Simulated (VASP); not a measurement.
# InAs (F-43m) in VASP: further runs

Runs on InAs. Level: PBE. Tasks: relaxation of cell and atoms.

Program: VASP 6.6.1. These are calculated values, not measurements. Logs are shortened: lines on timing, memory, paths and dates and some standing lists are left out, and cuts for length are marked.

### 1 The cell of the first run

It takes space group F-43m (No. 216, cubic). Conventional cell: a = 6.187 Å, b = 6.187 Å, c = 6.187 Å, α = 90.00°, β = 90.00°, γ = 90.00°. Within 3.5 Å of In (site symmetry -43m) lie 4 As at 2.68 Å. Within 3.5 Å of As (site symmetry -43m) lie 4 In at 2.68 Å.

### 2 Relaxation of cell and atoms, PBE

Contents of INCAR:

```
SYSTEM = InAs
  PREC = Accurate
  ENCUT = 600
  EDIFF = 1E-7
  ISMEAR = -1
  SIGMA = 0.15
  LREAL = .False.
  LASPH = .True.
  NELM = 60
  ALGO = Normal
  ISIF = 3
  LWAVE = .False.
  LCHARG = .False.
  GGA = PE
  IBRION = 2
  NSW = 80
  EDIFFG = -0.001
```

Contents of KPOINTS:

```
Automatic mesh
0
Gamma
  12 12 12
  0 0 0
```

Contents of POSCAR:

```
InAs
1.0
    0.0000000000      3.0933796587      3.0933796587
    3.0933796587      0.0000000000      3.0933796587
    3.0933796587      3.0933796587      0.0000000000
In As
1 1
Direct
    0.0000000000      0.0000000000      0.0000000000
    0.7500000000      0.7500000000      0.7500000000
```

Potentials or basis: VASP PAW PBE potentials, release 64 (In_d, As).

On the command line:

```bash
$ cat potpaw_PBE.64/In_d/POTCAR potpaw_PBE.64/As/POTCAR > POTCAR
$ mpirun -np 1 vasp_std > vasp.out
```

OUTCAR:

```text
SYSTEM = InAs
   PREC = Accurate
   ENCUT = 600
   EDIFF = 1E-7
   ISMEAR = -1
   LREAL = .False.
   LASPH = .True.
   NELM = 60
   ISIF = 3
   GGA = PE
   IBRION = 2
   NSW = 80
   EDIFFG = -0.001

 ion  position               nearest neighbor table
   1  0.000  0.000  0.000-   2 2.68   2 2.68   2 2.68   2 2.68
   2  0.750  0.750  0.750-   1 2.68   1 2.68   1 2.68   1 2.68

  LATTYP: Found a face centered cubic cell.
 ALAT       =     6.1867593174

  Lattice vectors:

 A1 = (   0.0000000000,   3.0933796587,   3.0933796587)
 A2 = (   3.0933796587,   0.0000000000,   3.0933796587)
 A3 = (   3.0933796587,   3.0933796587,   0.0000000000)

Analysis of symmetry for initial positions (statically):
=====================================================================
 Subroutine PRICEL returns:
 Original cell was already a primitive cell.

 Routine SETGRP: Setting up the symmetry group for a
 face centered cubic supercell.

 Subroutine GETGRP returns: Found 24 space group operations
 (whereof 24 operations were pure point group operations)
 out of a pool of 48 trial point group operations.

The static configuration has the point symmetry T_d .

Analysis of symmetry for dynamics (positions and initial velocities):
=====================================================================
 Subroutine PRICEL returns:
 Original cell was already a primitive cell.

 Routine SETGRP: Setting up the symmetry group for a
 face centered cubic supercell.

 Subroutine GETGRP returns: Found 24 space group operations
 (whereof 24 operations were pure point group operations)
 out of a pool of 48 trial point group operations.

The dynamic configuration has the point symmetry T_d .

 Subroutine INISYM returns: Found 24 space group operations
 (whereof 24 operations are pure point group operations),
 and found     1 'primitive' translations

----------------------------------------------------------------------------------------

                                     Primitive cell

  volume of cell :      59.2011

  direct lattice vectors                    reciprocal lattice vectors
     0.000000000  3.093379659  3.093379659    -0.161635510  0.161635510  0.161635510
     3.093379659  0.000000000  3.093379659     0.161635510 -0.161635510  0.161635510
     3.093379659  3.093379659  0.000000000     0.161635510  0.161635510 -0.161635510

  length of vectors
     4.374699467  4.374699467  4.374699467     0.279960916  0.279960916  0.279960916

  position of ions in fractional coordinates (direct lattice)
     0.000000000  0.000000000  0.000000000
     0.750000000  0.750000000  0.750000000

  ion indices of the primitive-cell ions
   primitive index   ion index
                 1           1
                 2           2

----------------------------------------------------------------------------------------

 KPOINTS: Automatic mesh

Automatic generation of k-mesh.
 Grid dimensions read from file:
 generate k-points for:   12   12   12

 Generating k-lattice:

  Cartesian coordinates                     Fractional coordinates (reciprocal lattice)
    -0.013469626  0.013469626  0.013469626     0.083333333  0.000000000  0.000000000
     0.013469626 -0.013469626  0.013469626     0.000000000  0.083333333  0.000000000
     0.013469626  0.013469626 -0.013469626     0.000000000  0.000000000  0.083333333

  Length of vectors
     0.023330076  0.023330076  0.023330076

  Shift w.r.t. Gamma in fractional coordinates (k-lattice)
     0.000000000  0.000000000  0.000000000

 Subroutine IBZKPT returns following result:
 ===========================================

 Found     72 irreducible k-points:

 Following reciprocal coordinates:
            Coordinates               Weight
  0.000000  0.000000  0.000000      1.000000
  0.083333  0.000000  0.000000      8.000000
  0.166667  0.000000  0.000000      8.000000
  0.250000  0.000000  0.000000      8.000000
  0.333333  0.000000  0.000000      8.000000
  0.416667  0.000000  0.000000      8.000000
[... 16 lines left out ...]
  0.500000  0.166667  0.000000     24.000000
 -0.416667  0.166667  0.000000     24.000000
 [... further k-points ...]
   k-points           NKPTS =     72   k-points in BZ     NKDIM =     72   number of bands    NBANDS=     13
   number of dos      NEDOS =    301   number of ions     NIONS =      2
   total plane-waves  NPLWV =  46656
   dimension x,y,z NGX =    36 NGY =   36 NGZ =   36
   dimension x,y,z NGXF=    72 NGYF=   72 NGZF=   72
   ions per type =               1   1
   NGX,Y,Z   is equivalent  to a cutoff of  13.68, 13.68, 13.68 a.u.
   NGXF,Y,Z  is equivalent  to a cutoff of  27.36, 27.36, 27.36 a.u.
 SYSTEM =  InAs
   PREC   = accura    normal or accurate (medium, high low for compatibility)
   ISTART =      0    job   : 0-new  1-cont  2-samecut
   ICHARG =      2    charge: 1-file 2-atom 10-const
   ISPIN  =      1    spin polarized calculation?
   LNONCOLLINEAR =      F non collinear calculations
   LSORBIT =      F    spin-orbit coupling
   LASPH  =      T    aspherical Exc in radial PAW
   ENCUT  =  600.0 eV  44.10 Ry    6.64 a.u.   8.74  8.74  8.74*2*pi/ulx,y,z
   NELM   =     60;   NELMIN=  2; NELMDL= -5     # of ELM steps
   EDIFF  = 0.1E-06   stopping-criterion for ELM
   LREAL  =      F    real-space projection
   EDIFFG = -.1E-02   stopping-criterion for IOM
   NSW    =     80    number of steps for IOM
   IBRION =      2    ionic relax: 0-MD 1-quasi-New 2-CG
   NFREE  =      1    steps in history (QN), initial steepest desc. (CG)
   ISIF   =      3    stress and relaxation
   ISYM   =      2    0-nonsym 1-usesym 2-fastsym
   POTIM  = 0.5000    time-step for ionic-motion
   TEBEG  =    0.0;   TEEND  =   0.0 temperature during run
   PSTRESS=    0.0 pullay stress
   NELECT =      18.0000    total number of electrons
   NUPDOWN=      -1.0000    fix difference up-down
   EMIN   =  10.00;   EMAX   =-10.00  energy-range for DOS
   EFERMI =   0.00;   METHOD = LEGACY
   ISMEAR =    -1;   SIGMA  =   0.15  broadening in eV -4-tet -1-fermi 0-gaus
   EFERMI_NEDOS =   21; number of points for ismear=-14 and -15
   IALGO  =     38    algorithm
   IMIX   =      4    mixing-type and parameters
     AMIX     =   0.40;   BMIX     =  1.00
     AMIX_MAG =   1.60;   BMIX_MAG =  1.00
  volume/ion in A,a.u.               =      29.60       199.75
  Fermi-wavevector in a.u.,A,eV,Ry     =   1.100836  2.080278 16.488069  1.211839
  Thomas-Fermi vector in A             =   2.237253
   LORBIT       =      0    0 simple, 1 ext, 2 COOP (PROOUT), +10 PAW based schemes
   GGA     = PE    functional components
   LHFCALC =     F    Hartree Fock is set to
   AEXX    =    0.0000 exact exchange contribution
   IVDW    =     0    specifies the selected vdW correction
   LEPSILON=     F    determine dielectric tensor
   LRPA    =     F    only Hartree local field effects (RPA)
 conjugate gradient relaxation of ions
 non-spin polarized calculation
  energy-cutoff  :      600.00
  volume of cell :       59.20
 maximum number of plane-waves:      1996
   NGX = 17   NGY = 17   NGZ = 17

--------------------------------------- Ionic step        1  -------------------------------------------

 number of electron      17.9999997 magnetization

 Free energy of the ion-electron system (eV)
  ---------------------------------------------------
  ext. energy  EPLUGINS =         0.00000000
  ---------------------------------------------------
  free energy    TOTEN  =        -7.72104923 eV

  energy without entropy =       -7.71655890  energy(sigma->0) =       -7.71880407

------------------------ aborting loop because EDIFF is reached ----------------------------------------

  FORCE on cell =-STRESS in cart. coord.  units (eV):
  Direction    XX          YY          ZZ          XY          YZ          ZX
  --------------------------------------------------------------------------------------
  -------------------------------------------------------------------------------------
  Total        0.0292062      0.0292062      0.0292062      0.0000000      0.0000000      0.0000000
  in kB        0.7904176      0.7904176      0.7904176      0.0000000      0.0000000      0.0000000
  external PRESSURE =       0.7904176 kB  Pullay stress =       0.0000000 kB

 VOLUME and BASIS-vectors are now :
 -----------------------------------------------------------------------------
  energy-cutoff  :      600.00
  volume of cell :       59.20
      direct lattice vectors                 reciprocal lattice vectors
     0.000000000  3.093379659  3.093379659    -0.161635510  0.161635510  0.161635510
     3.093379659  0.000000000  3.093379659     0.161635510 -0.161635510  0.161635510
     3.093379659  3.093379659  0.000000000     0.161635510  0.161635510 -0.161635510
[... 37 lines left out ...]
 POSITION                                       TOTAL-FORCE (eV/Angst)
 -----------------------------------------------------------------------------------
     -0.00000      3.09556      3.09556         0.000000      0.000000      0.000000
      4.64334      4.64334      4.64334        -0.000000     -0.000000     -0.000000
 -----------------------------------------------------------------------------------
    total drift:                                0.000000      0.000000      0.000000

  FREE ENERGIE OF THE ION-ELECTRON SYSTEM (eV)
  ---------------------------------------------------
  free  energy   TOTEN  =        -7.7210686420 eV

  energy  without entropy=       -7.7165106611  energy(sigma->0) =       -7.71878965

--------------------------------------- Ionic step        3  -------------------------------------------

 number of electron      17.9999997 magnetization

 Free energy of the ion-electron system (eV)
  ---------------------------------------------------
  ext. energy  EPLUGINS =         0.00000000
  ---------------------------------------------------
  free energy    TOTEN  =        -7.72107129 eV

  energy without entropy =       -7.71653137  energy(sigma->0) =       -7.71880133

 E-fermi :   4.1799     XC(G=0):  -8.7893

 val. band max:        3.8245298750   @ k =   0.0000   0.0000   0.0000
 cond. band min:       4.4451235379   @ k =   0.0833   0.0000   0.0000
 fundamental gap:      0.6205936629
 Fermi energy:         4.1799250530

 k-point     1 :       0.0000    0.0000    0.0000
  band No.  band energies     occupation
      1     -10.4388      2.00000
      2     -10.4388      2.00000
      3     -10.4388      2.00000
      4     -10.3395      2.00000
      5     -10.3395      2.00000
      6      -7.6073      2.00000
      7       3.2742      1.99524
      8       3.8245      1.82891
      9       3.8245      1.82891
     10       3.8245      1.82891
     11       7.6974      0.00000
     12       7.6974      0.00000
     13       7.6975      0.00000

 k-point     2 :       0.0833    0.0000    0.0000
  band No.  band energies     occupation
      1     -10.4455      2.00000
      2     -10.4367      2.00000
      3     -10.4367      2.00000
      4     -10.3396      2.00000
      5     -10.3396      2.00000
      6      -7.5437      2.00000
      7       2.4391      1.99998
      8       3.7438      1.89645
      9       3.7438      1.89645
     10       4.4451      0.29158
     11       7.7085      0.00000
[... 339 lines left out ...]
 k-point    24 :      -0.4167    0.1667    0.0000
  band No.  band energies     occupation
      1     -10.5384      2.00000
      2     -10.4091      2.00000
      3     -10.4048      2.00000
      4     -10.3386      2.00000
      5     -10.3345      2.00000
      6      -6.2147      2.00000
      7      -1.4988      2.00000
      8       1.6348      2.00000
      9       2.6857      1.99991
     10       5.8775      0.00002
     11       8.1366      0.00000
     12       9.1320      0.00000
     13      10.4978      0.00000

 [... further k-points ...]
[... 5 lines left out ...]
  --------------------------------------------------------------------------------------
  -------------------------------------------------------------------------------------
  Total        0.0014443      0.0014443      0.0014443      0.0000000      0.0000000      0.0000000
  in kB        0.0390280      0.0390280      0.0390280      0.0000000      0.0000000      0.0000000
  external PRESSURE =       0.0390280 kB  Pullay stress =       0.0000000 kB

 VOLUME and BASIS-vectors are now :
 -----------------------------------------------------------------------------
  energy-cutoff  :      600.00
  volume of cell :       59.29
      direct lattice vectors                 reciprocal lattice vectors
    -0.000000000  3.094982624  3.094982624    -0.161551796  0.161551796  0.161551796
     3.094982624  0.000000000  3.094982624     0.161551796 -0.161551796  0.161551796
     3.094982624  3.094982624  0.000000000     0.161551796  0.161551796 -0.161551796

 POSITION                                       TOTAL-FORCE (eV/Angst)
 -----------------------------------------------------------------------------------
      0.00000      0.00000      0.00000        -0.000000     -0.000000     -0.000000
      4.64247      4.64247      4.64247         0.000000      0.000000      0.000000
 -----------------------------------------------------------------------------------
    total drift:                                0.000000      0.000000      0.000000

  FREE ENERGIE OF THE ION-ELECTRON SYSTEM (eV)
  ---------------------------------------------------
  free  energy   TOTEN  =        -7.7210712920 eV

  energy  without entropy=       -7.7165313742  energy(sigma->0) =       -7.71880133

 reached required accuracy - stopping structural energy minimisation
```

It took 4.9 min on 1 thread of Intel Xeon 8259CL, shared host; peak memory 0.26 GiB.

Results:

- Free energy: -7.7211 eV
- Relaxed volume: 29.65 Å³/atom
- Relaxed cell: a = 4.377 Å, b = 4.377 Å, c = 4.377 Å, α = 60.00°, β = 60.00°, γ = 60.00°
- Space group after relaxing (to 0.1 Å): F-43m (No. 216)
- Energy gained by relaxing: 0.0 meV/atom
- Ionic steps: 3
- Pressure after relaxing: 0.0 GPa
- Band gap on the k mesh: zero (filled and empty bands touch)

Final structure:
```
In As
1.0
     0.00000    3.09498    3.09498
     3.09498    0.00000    3.09498
     3.09498    3.09498    0.00000
In As
1 1
Direct
  0.00000 0.00000 0.00000
  0.75000 0.75000 0.75000
```

Caveat: semilocal functionals underestimate gaps, and a narrow one can read as zero; spin-orbit coupling is left out, which moves the levels of the heavy elements.

[end of part 1 of 2]

The gap in the log of VASP goes by the Fermi energy; the results here count the filled bands.